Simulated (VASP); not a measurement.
Lu:

```
Lu
1.0
     3.49264    0.00000    0.00000
    -1.74632    3.02471    0.00000
     0.00000    0.00000   11.23759
Lu
4
Direct
  0.00000 0.00000 0.00000
  0.00000 0.00000 0.50000
  0.33333 0.66667 0.25000
  0.66667 0.33333 0.75000
```

```yaml
Program: VASP 6.6.1
Task: relaxation of cell and atoms
Functional: PBE
Potentials_or_basis: VASP PAW PBE potentials, release 64 (Lu)
Cutoff: 600 eV
k_mesh: 6 × 6 × 2
Occupations: gaussian, width 0.05 eV
Spin: no spin polarisation
```

At the start: pressure -1.2 GPa; volume 29.68 Å³/atom.

Where does the relaxation end?

Over 6 steps the energy falls by 4.2 meV/atom and the volume is 29.10 Å³/atom (-1.9 %); space group P6_3/mmc (No. 194, to 0.05 Å).

Step by step:
```
step  energy change (eV)  largest force (eV/Å)  pressure (GPa)  volume (Å³)
   1              0.0000                0.0000           -1.25       118.72
   2             -0.0110                0.0000            0.54       114.79
   3             -0.0116                0.0000            0.29       115.89
   4             -0.0165                0.0000            0.37       115.92
   5             -0.0165                0.0000            0.18       115.92
   6             -0.0167                0.0000            0.00       116.42
```

Final structure:
```
Lu
1.0
     3.49547    0.00000    0.00000
    -1.74774    3.02717    0.00000
     0.00000    0.00000   11.00209
Lu
4
Direct
  0.00000 0.00000 0.00000
  0.00000 0.00000 0.50000
  0.33333 0.66667 0.25000
  0.66667 0.33333 0.75000
```
